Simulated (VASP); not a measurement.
# Re (Fm-3m) in VASP: further runs

Runs on Re. Level: PBE. Tasks: single point.

All numbers are computed with VASP 6.6.1; they aren't measurements. Logs are shortened: lines on timing, memory, paths and dates and some standing lists are left out, and cuts for length are marked.

## Step 1: The cell of the first run

Symmetry: Fm-3m, No. 225, cubic system. Conventional cell: a = 3.897 Å, b = 3.897 Å, c = 3.897 Å, α = 90.00°, β = 90.00°, γ = 90.00°. Within 3.6 Å of Re (site symmetry m-3m) lie 12 Re at 2.76 Å.

## Step 2: Single point, PBE (volume scaled by 0.96)

File INCAR:

```
SYSTEM = Re
PREC     = Accurate       ! precision mode
ENCUT    = 520            ! plane-wave cutoff, eV
EDIFF    = 1E-6           ! SCF threshold, eV
ISMEAR   = -1             ! smearing method
SIGMA    = 0.03           ! smearing width, eV
LREAL    = .FALSE.        ! projectors in reciprocal space
LASPH    = .TRUE.         ! aspherical terms in the spheres
NELM     = 100            ! most SCF steps
ALGO     = Normal         ! electronic algorithm
ISIF     = 2              ! what is computed and relaxed
LWAVE    = .FALSE.        ! write WAVECAR
LCHARG   = .TRUE.         ! write CHGCAR
GGA      = PE             ! functional
LELF     = .TRUE.         ! ELF
LVHAR    = .TRUE.       
NBANDS   = 10             ! bands
```

File KPOINTS:

```
Automatic mesh
0
G
  14 14 14
  0 0 0
```

File POSCAR:

```
Re
1.0
    0.0000000000      1.9483075387      1.9483075387
    1.9483075387      0.0000000000      1.9483075387
    1.9483075387      1.9483075387      0.0000000000
Re
1
Direct
    0.0000000000      0.0000000000      0.0000000000
```

Potentials or basis: VASP PAW PBE potentials, release 64 (Re).

On the command line:

```sh
> cat potpaw_PBE.64/Re/POTCAR > POTCAR
> mpirun -np 1 vasp_std > vasp.out
```

OUTCAR:

```text
SYSTEM = Re
   PREC = Accurate
   ENCUT = 520
   EDIFF = 1E-6
   ISMEAR = -1
   LREAL = .FALSE.
   LASPH = .TRUE.
   NELM = 100
   ISIF = 2
   GGA = PE

 ion  position               nearest neighbor table
   1  0.000  0.000  0.000-

  LATTYP: Found a face centered cubic cell.
 ALAT       =     3.8966150774

  Lattice vectors:

 A1 = (   0.0000000000,   1.9483075387,   1.9483075387)
 A2 = (   1.9483075387,   0.0000000000,   1.9483075387)
 A3 = (   1.9483075387,   1.9483075387,   0.0000000000)

Analysis of symmetry for initial positions (statically):
=====================================================================
 Subroutine PRICEL returns:
 Original cell was already a primitive cell.

 Routine SETGRP: Setting up the symmetry group for a
 face centered cubic supercell.

 Subroutine GETGRP returns: Found 48 space group operations
 (whereof 48 operations were pure point group operations)
 out of a pool of 48 trial point group operations.

The static configuration has the point symmetry O_h .

Analysis of symmetry for dynamics (positions and initial velocities):
=====================================================================
 Subroutine PRICEL returns:
 Original cell was already a primitive cell.

 Routine SETGRP: Setting up the symmetry group for a
 face centered cubic supercell.

 Subroutine GETGRP returns: Found 48 space group operations
 (whereof 48 operations were pure point group operations)
 out of a pool of 48 trial point group operations.

The dynamic configuration has the point symmetry O_h .

 Subroutine INISYM returns: Found 48 space group operations
 (whereof 48 operations are pure point group operations),
 and found     1 'primitive' translations

----------------------------------------------------------------------------------------

                                     Primitive cell

  volume of cell :      14.7912

  direct lattice vectors                    reciprocal lattice vectors
     0.000000000  1.948307539  1.948307539    -0.256632996  0.256632996  0.256632996
     1.948307539  0.000000000  1.948307539     0.256632996 -0.256632996  0.256632996
     1.948307539  1.948307539  0.000000000     0.256632996  0.256632996 -0.256632996

  length of vectors
     2.755322945  2.755322945  2.755322945     0.444501387  0.444501387  0.444501387

  position of ions in fractional coordinates (direct lattice)
     0.000000000  0.000000000  0.000000000

  ion indices of the primitive-cell ions
   primitive index   ion index
                 1           1

----------------------------------------------------------------------------------------

 KPOINTS: Automatic mesh

Automatic generation of k-mesh.
 Grid dimensions read from file:
 generate k-points for:   14   14   14

 Generating k-lattice:

  Cartesian coordinates                     Fractional coordinates (reciprocal lattice)
    -0.018330928  0.018330928  0.018330928     0.071428571  0.000000000  0.000000000
     0.018330928 -0.018330928  0.018330928     0.000000000  0.071428571  0.000000000
     0.018330928  0.018330928 -0.018330928     0.000000000  0.000000000  0.071428571

  Length of vectors
     0.031750099  0.031750099  0.031750099

  Shift w.r.t. Gamma in fractional coordinates (k-lattice)
     0.000000000  0.000000000  0.000000000

 Subroutine IBZKPT returns following result:
 ===========================================

 Found    104 irreducible k-points:

 Following reciprocal coordinates:
            Coordinates               Weight
  0.000000  0.000000  0.000000      1.000000
  0.071429  0.000000  0.000000      8.000000
  0.142857  0.000000  0.000000      8.000000
  0.214286  0.000000  0.000000      8.000000
  0.285714  0.000000  0.000000      8.000000
  0.357143  0.000000  0.000000      8.000000
[... 16 lines left out ...]
  0.214286  0.142857  0.000000     24.000000
  0.285714  0.142857  0.000000     24.000000
 [... further k-points ...]
   k-points           NKPTS =    104   k-points in BZ     NKDIM =    104   number of bands    NBANDS=     10
   number of dos      NEDOS =    301   number of ions     NIONS =      1
   total plane-waves  NPLWV =   8000
   dimension x,y,z NGX =    20 NGY =   20 NGZ =   20
   dimension x,y,z NGXF=    40 NGYF=   40 NGZF=   40
   ions per type =               1
   NGX,Y,Z   is equivalent  to a cutoff of  12.07, 12.07, 12.07 a.u.
   NGXF,Y,Z  is equivalent  to a cutoff of  24.13, 24.13, 24.13 a.u.
 SYSTEM =  Re
   PREC   = accura    normal or accurate (medium, high low for compatibility)
   ISTART =      0    job   : 0-new  1-cont  2-samecut
   ICHARG =      2    charge: 1-file 2-atom 10-const
   ISPIN  =      1    spin polarized calculation?
   LNONCOLLINEAR =      F non collinear calculations
   LSORBIT =      F    spin-orbit coupling
   LASPH  =      T    aspherical Exc in radial PAW
   ENCUT  =  520.0 eV  38.22 Ry    6.18 a.u.   5.12  5.12  5.12*2*pi/ulx,y,z
   NELM   =    100;   NELMIN=  2; NELMDL= -5     # of ELM steps
   EDIFF  = 0.1E-05   stopping-criterion for ELM
   LREAL  =      F    real-space projection
   EDIFFG = 0.1E-04   stopping-criterion for IOM
   NSW    =      0    number of steps for IOM
   IBRION =     -1    ionic relax: 0-MD 1-quasi-New 2-CG
   NFREE  =      0    steps in history (QN), initial steepest desc. (CG)
   ISIF   =      2    stress and relaxation
   ISYM   =      2    0-nonsym 1-usesym 2-fastsym
   POTIM  = 0.5000    time-step for ionic-motion
   TEBEG  =    0.0;   TEEND  =   0.0 temperature during run
   PSTRESS=    0.0 pullay stress
   NELECT =       7.0000    total number of electrons
   NUPDOWN=      -1.0000    fix difference up-down
   EMIN   =  10.00;   EMAX   =-10.00  energy-range for DOS
   EFERMI =   0.00;   METHOD = LEGACY
   ISMEAR =    -1;   SIGMA  =   0.03  broadening in eV -4-tet -1-fermi 0-gaus
   EFERMI_NEDOS =   21; number of points for ismear=-14 and -15
   IALGO  =     38    algorithm
   IMIX   =      4    mixing-type and parameters
     AMIX     =   0.40;   BMIX     =  1.00
     AMIX_MAG =   1.60;   BMIX_MAG =  1.00
  volume/ion in A,a.u.               =      14.79        99.82
  Fermi-wavevector in a.u.,A,eV,Ry     =   1.275773  2.410861 22.144791  1.627596
  Thomas-Fermi vector in A             =   2.408466
   LORBIT       =      0    0 simple, 1 ext, 2 COOP (PROOUT), +10 PAW based schemes
   GGA     = PE    functional components
   LHFCALC =     F    Hartree Fock is set to
   AEXX    =    0.0000 exact exchange contribution
   IVDW    =     0    specifies the selected vdW correction
   LEPSILON=     F    determine dielectric tensor
   LRPA    =     F    only Hartree local field effects (RPA)
 non-spin polarized calculation
  energy-cutoff  :      520.00
  volume of cell :       14.79
 maximum number of plane-waves:       411
   NGX = 11   NGY = 11   NGZ = 11

 number of electron       7.0000001 magnetization

 Free energy of the ion-electron system (eV)
  ---------------------------------------------------
  ext. energy  EPLUGINS =         0.00000000
  ---------------------------------------------------
  free energy    TOTEN  =       -12.35487429 eV

  energy without entropy =      -12.35100092  energy(sigma->0) =      -12.35293761

 E-fermi :   8.0732     XC(G=0): -13.7013

 val. band max:        8.0392872327   @ k =  -0.2143   0.2857   0.0714
 cond. band min:       8.1009222973   @ k =  -0.4286   0.4286   0.0714
 fundamental gap:      0.0616350646
 Fermi energy:         8.0731559047

 k-point     1 :       0.0000    0.0000    0.0000
  band No.  band energies     occupation
      1      -2.0077      2.00000
      2       6.1899      2.00000
      3       6.1899      2.00000
      4       6.1899      2.00000
      5       9.3554      0.00000
      6       9.3554      0.00000
      7      21.9938      0.00000
      8      27.6258      0.00000
      9      27.6268      0.00000
     10      44.5379      0.00000

 k-point     2 :       0.0714    0.0000    0.0000
  band No.  band energies     occupation
      1      -1.7723      2.00000
      2       6.0307      2.00000
      3       6.2996      2.00000
      4       6.2996      2.00000
      5       9.2679      0.00000
      6       9.2679      0.00000
      7      22.4503      0.00000
      8      26.4955      0.00000
      9      28.0561      0.00000
     10      28.0561      0.00000

 k-point     3 :       0.1429    0.0000    0.0000
  band No.  band energies     occupation
      1      -1.1101      2.00000
      2       5.6629      2.00000
      3       6.5522      2.00000
      4       6.5522      2.00000
      5       9.1222      0.00000
      6       9.1222      0.00000
      7      23.5220      0.00000
      8      24.8298      0.00000
      9      29.2823      0.00000
     10      29.2823      0.00000

 k-point     4 :       0.2143    0.0000    0.0000
  band No.  band energies     occupation
      1      -0.1790      2.00000
      2       5.3652      2.00000
      3       6.6986      2.00000
      4       6.6986      2.00000
      5       9.2473      0.00000
      6       9.2473      0.00000
      7      22.7215      0.00000
      8      25.4015      0.00000
      9      31.1337      0.00000
     10      31.1339      0.00000
[... 222 lines left out ...]
 k-point    22 :       0.1429    0.1429    0.0000
  band No.  band energies     occupation
      1      -0.8040      2.00000
      2       5.1735      2.00000
      3       6.9496      2.00000
      4       6.9496      2.00000
      5       8.1118      0.43265
      6       9.7606      0.00000
      7      24.2998      0.00000
      8      26.0541      0.00000
      9      28.2041      0.00000
     10      28.2041      0.00000

 k-point    23 :       0.2143    0.1429    0.0000
  band No.  band energies     occupation
      1      -0.0785      2.00000
      2       4.7589      2.00000
      3       7.0327      2.00000
      4       7.3030      2.00000
      5       8.0094      1.78649
      6       9.9872      0.00000
      7      24.9964      0.00000
      8      25.6610      0.00000
      9      28.5670      0.00000
     10      29.0974      0.00000

 k-point    24 :       0.2857    0.1429    0.0000
  band No.  band energies     occupation
      1       0.8377      2.00000
      2       4.5117      2.00000
      3       6.4694      2.00000
      4       7.4275      2.00000
      5       8.8989      0.00000
      6      10.4603      0.00000
      7      23.4863      0.00000
      8      26.6549      0.00000
      9      28.9366      0.00000
     10      29.4485      0.00000

 [... further k-points ...]
[... 5 lines left out ...]
  --------------------------------------------------------------------------------------
  -------------------------------------------------------------------------------------
  Total        0.4299790      0.4299790      0.4299790     -0.0000000      0.0000000     -0.0000000
  in kB       46.5752619     46.5752619     46.5752619     -0.0000000      0.0000000     -0.0000000
  external PRESSURE =      46.5752619 kB  Pullay stress =       0.0000000 kB

 VOLUME and BASIS-vectors are now :
 -----------------------------------------------------------------------------
  energy-cutoff  :      520.00
  volume of cell :       14.79
      direct lattice vectors                 reciprocal lattice vectors
     0.000000000  1.948307539  1.948307539    -0.256632996  0.256632996  0.256632996
     1.948307539  0.000000000  1.948307539     0.256632996 -0.256632996  0.256632996
     1.948307539  1.948307539  0.000000000     0.256632996  0.256632996 -0.256632996

 POSITION                                       TOTAL-FORCE (eV/Angst)
 -----------------------------------------------------------------------------------
      0.00000      0.00000      0.00000         0.000000     -0.000000      0.000000
 -----------------------------------------------------------------------------------
    total drift:                               -0.000000     -0.000000     -0.000000

  FREE ENERGIE OF THE ION-ELECTRON SYSTEM (eV)
  ---------------------------------------------------
  free  energy   TOTEN  =       -12.3548742885 eV

  energy  without entropy=      -12.3510009238  energy(sigma->0) =      -12.35293761
```

It took 21 s on 1 thread of AMD EPYC 7R13, shared host; peak memory 0.11 GiB.

What came out:

| Quantity | Value |
| --- | --- |
| Free energy | -12.3549 eV |
| Pressure | 4.7 GPa |

Caveat: spin-orbit coupling is left out, which moves the levels of the heavy elements.

(Continued in part 2 of 3.)
